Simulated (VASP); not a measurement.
# Pt (Fm-3m) in VASP: a series of runs, part 2 of 2

VASP 6.6.1.

**5. Relaxation of cell and atoms, PBEsol, target pressure 15 GPa, at which the enthalpy is minimised**

This run uses another cell than the first one, of 15.08 Å³/atom.

INCAR

```
SYSTEM = Pt
PREC     = Accurate       ! precision mode
ENCUT    = 500            ! plane-wave cutoff, eV
EDIFF    = 1E-7           ! SCF threshold, eV
ISMEAR   = -1             ! smearing method
SIGMA    = 0.1            ! smearing width, eV
LREAL    = .False.        ! projectors in reciprocal space
LASPH    = .True.         ! aspherical terms in the spheres
NELM     = 120            ! most SCF steps
ALGO     = Normal         ! electronic algorithm
ISIF     = 3              ! what is computed and relaxed
LWAVE    = .False.        ! write WAVECAR
LCHARG   = .False.        ! write CHGCAR
GGA      = PS             ! functional
IBRION   = 2              ! ionic algorithm
NSW      = 80             ! ionic steps
EDIFFG   = -0.03          ! ionic threshold
PSTRESS  = 150.0        
GGA_COMPAT= .False.      
NELMIN   = 4
```

KPOINTS

```
Automatic mesh
0
Gamma
  19 19 19
  0 0 0
```

POSCAR

```
Pt
1.0
    0.0000000000      1.9609000000      1.9609000000
    1.9609000000      0.0000000000      1.9609000000
    1.9609000000      1.9609000000      0.0000000000
Pt
1
Direct
    0.0000000000      0.0000000000      0.0000000000
```

Potentials or basis: VASP PAW PBE potentials, release 64 (Pt).

On the command line:

```console
$ cat potpaw_PBE.64/Pt/POTCAR > POTCAR
$ mpirun -np 1 vasp_std > vasp.out
```

OUTCAR:

```text
SYSTEM = Pt
   PREC = Accurate
   ENCUT = 500
   EDIFF = 1E-7
   ISMEAR = -1
   LREAL = .False.
   LASPH = .True.
   NELM = 120
   ISIF = 3
   GGA = PS
   IBRION = 2
   NSW = 80
   EDIFFG = -0.03
   PSTRESS = 150.0
   NELMIN = 4

 ion  position               nearest neighbor table
   1  0.000  0.000  0.000-

  LATTYP: Found a face centered cubic cell.
 ALAT       =     3.9218000000

  Lattice vectors:

 A1 = (   0.0000000000,   1.9609000000,   1.9609000000)
 A2 = (   1.9609000000,   0.0000000000,   1.9609000000)
 A3 = (   1.9609000000,   1.9609000000,   0.0000000000)

Analysis of symmetry for initial positions (statically):
=====================================================================
 Subroutine PRICEL returns:
 Original cell was already a primitive cell.

 Routine SETGRP: Setting up the symmetry group for a
 face centered cubic supercell.

 Subroutine GETGRP returns: Found 48 space group operations
 (whereof 48 operations were pure point group operations)
 out of a pool of 48 trial point group operations.

The static configuration has the point symmetry O_h .

Analysis of symmetry for dynamics (positions and initial velocities):
=====================================================================
 Subroutine PRICEL returns:
 Original cell was already a primitive cell.

 Routine SETGRP: Setting up the symmetry group for a
 face centered cubic supercell.

 Subroutine GETGRP returns: Found 48 space group operations
 (whereof 48 operations were pure point group operations)
 out of a pool of 48 trial point group operations.

The dynamic configuration has the point symmetry O_h .

 Subroutine INISYM returns: Found 48 space group operations
 (whereof 48 operations are pure point group operations),
 and found     1 'primitive' translations

----------------------------------------------------------------------------------------
[... 122 lines left out ...]
 conjugate gradient relaxation of ions
 non-spin polarized calculation
  energy-cutoff  :      500.00
  volume of cell :       15.08
 maximum number of plane-waves:       391
   NGX = 11   NGY = 11   NGZ = 11

--------------------------------------- Ionic step        1  -------------------------------------------

 number of electron      10.0000001 magnetization

 Free energy of the ion-electron system (eV)
  ---------------------------------------------------
  ext. energy  EPLUGINS =         0.00000000
  ---------------------------------------------------
  free energy    TOTEN  =        -6.99402621 eV

  energy without entropy =       -6.93972390  energy(sigma->0) =       -6.96687505

------------------------ aborting loop because EDIFF is reached ----------------------------------------

  FORCE on cell =-STRESS in cart. coord.  units (eV):
  Direction    XX          YY          ZZ          XY          YZ          ZX
  --------------------------------------------------------------------------------------
  -------------------------------------------------------------------------------------
  Total       -0.0813719     -0.0813719     -0.0813719     -0.0000000      0.0000000      0.0000000
  in kB       -8.6454701     -8.6454701     -8.6454701     -0.0000000      0.0000000      0.0000000
  external PRESSURE =    -158.6454701 kB  Pullay stress =     150.0000000 kB
[... 135 lines left out ...]
--------------------------------------- Ionic step        5  -------------------------------------------

 number of electron       9.9999999 magnetization

 Free energy of the ion-electron system (eV)
  ---------------------------------------------------
  ext. energy  EPLUGINS =         0.00000000
  ---------------------------------------------------
  free energy    TOTEN  =        -6.96396521 eV

  energy without entropy =       -6.91311568  energy(sigma->0) =       -6.93854044

 E-fermi :  12.0789     XC(G=0): -13.9207

 val. band max:       12.0717496794   @ k =   0.4211   0.1579   0.0000
 cond. band min:      12.0802906001   @ k =  -0.4211   0.3158   0.0526
 fundamental gap:      0.0085409207
 Fermi energy:        12.0788675672

 k-point     1 :       0.0000    0.0000    0.0000
  band No.  band energies     occupation
      1       1.2061      2.00000
      2       7.9522      2.00000
      3       7.9522      2.00000
      4       7.9522      2.00000
      5      10.3140      2.00000
      6      10.3140      2.00000
      7      26.5417      0.00000
      8      31.7815      0.00000
      9      31.7815      0.00000
[... 265 lines left out ...]
 k-point    24 :      -0.2632    0.0526    0.0000
  band No.  band energies     occupation
      1       3.7598      2.00000
      2       7.6251      2.00000
      3       8.2944      2.00000
      4       8.3688      2.00000
      5      10.3900      2.00000
      6      11.1363      1.99984
      7      24.6395      0.00000
      8      28.3628      0.00000
      9      33.5164      0.00000

 [... further k-points ...]

------------------------ aborting loop because EDIFF is reached ----------------------------------------

  FORCE on cell =-STRESS in cart. coord.  units (eV):
  Direction    XX          YY          ZZ          XY          YZ          ZX
  --------------------------------------------------------------------------------------
  -------------------------------------------------------------------------------------
  Total        1.3454837      1.3454837      1.3454837      0.0000000      0.0000000      0.0000000
  in kB      150.1541913    150.1541913    150.1541913      0.0000000      0.0000000      0.0000000
  external PRESSURE =       0.1541913 kB  Pullay stress =     150.0000000 kB
[... 20 lines left out ...]
  energy  without entropy=       -6.9131156779  energy(sigma->0) =       -6.93854044

  enthalpy is  TOTEN    =        -5.6198631631 eV   P V=        1.3441020464

 reached required accuracy - stopping structural energy minimisation
```

OSZICAR:

```text
N       E                     dE             d eps       ncg     rms          rms(c)
DAV:   1     0.328845179216E+02    0.32885E+02   -0.53806E+03  4232   0.996E+02
DAV:   2    -0.706240391885E+01   -0.39947E+02   -0.37984E+02  4141   0.180E+02
DAV:   3    -0.744557622008E+01   -0.38317E+00   -0.37806E+00  4701   0.178E+01
[... 41 lines left out ...]
DAV:   1    -0.696404079119E+01    0.12160E-02   -0.18376E-03  4044   0.465E-01    0.676E-02
DAV:   2    -0.696396923511E+01    0.71556E-04   -0.20059E-04  3979   0.128E-01    0.275E-02
DAV:   3    -0.696396457065E+01    0.46645E-05   -0.24202E-05  4143   0.418E-02    0.129E-02
DAV:   4    -0.696396520394E+01   -0.63329E-06   -0.86094E-07  4565   0.731E-03    0.479E-04
DAV:   5    -0.696396520948E+01   -0.55375E-08   -0.99555E-09  2017   0.988E-04
   5 F= -.56198632E+01 E0= -.55944384E+01  d E =-.376494E-01
```

It took 44 s on 1 thread of Intel Xeon Platinum 8559C (Emerald Rapids), shared host; peak memory 0.16 GiB.

What came out:

* Free energy: -6.9640 eV
* Relaxed volume: 14.36 Å³/atom
* Relaxed cell: a = 2.728 Å, b = 2.728 Å, c = 2.728 Å, α = 60.00°, β = 60.00°, γ = 60.00°
* Space group after relaxing (to 0.1 Å): Fm-3m (No. 225)
* Energy change on relaxing (the run minimises the enthalpy): +30.1 meV/atom
* Ionic steps: 5
* Pressure after relaxing: 15.0 GPa
* Band gap on the k mesh: zero (bands 5 and 6 overlap by 2.40 eV)

The path:
| step | energy change (eV) | largest force (eV/Å) | pressure (GPa) | volume (Å³) |
| --- | --- | --- | --- | --- |
| 1 | 0.0000 | 0.0000 | -0.86 | 15.08 |
| 2 | 0.8489 | 0.0000 | 114.80 | 12.05 |
| 3 | 0.0254 | 0.0000 | 13.70 | 14.41 |
| 4 | 0.0288 | 0.0000 | 14.66 | 14.37 |
| 5 | 0.0301 | 0.0000 | 15.02 | 14.36 |

Final structure:
```yaml
crystal:
  lattice:
    - [0.00000, 1.92904, 1.92904]
    - [1.92904, 0.00000, 1.92904]
    - [1.92904, 1.92904, 0.00000]
  atoms:
    - { symbol: Pt, position: [0.00000, 0.00000, 0.00000] }
```

Caveat: the cell is relaxed towards a set pressure, so the run minimises the enthalpy, not the energy; the PAW data sets were made with another functional, which shifts forces and pressure a little; spin-orbit coupling is left out, which moves the levels of the heavy elements.

**6. The runs side by side**

| task | cell | gap on the mesh (eV) | pressure (GPa) |
| --- | --- | --- | --- |
| single point | a = 2.729 Å, angles 60.0°, 1 atom | none | 14.7 |
| single point | a = 2.772 Å, angles 60.0°, 1 atom | none | -0.4 |
| relaxation of cell and atoms | relaxed from a = 2.773 Å, angles 60.0°, 1 atom | none | 0.0 |
| relaxation of cell and atoms | relaxed to 15 GPa from a = 2.773 Å, angles 60.0°, 1 atom | none | 15.0 |

Alike in all rows: level PBEsol; potentials or basis VASP PAW PBE potentials, release 64 (Pt); no spin polarisation; k mesh 19 × 19 × 19; cutoff (eV) 500; smearing fermi-dirac 0.1 eV.

Caveats: the PAW data sets were made with another functional, which shifts forces and pressure a little; spin-orbit coupling is left out, which moves the levels of the heavy elements; the cell stands under pressure (at least some runs); the cell is relaxed towards a set pressure, so the run minimises the enthalpy, not the energy (at least some runs).

Absolute energies hang on the potentials; compare differences alone.
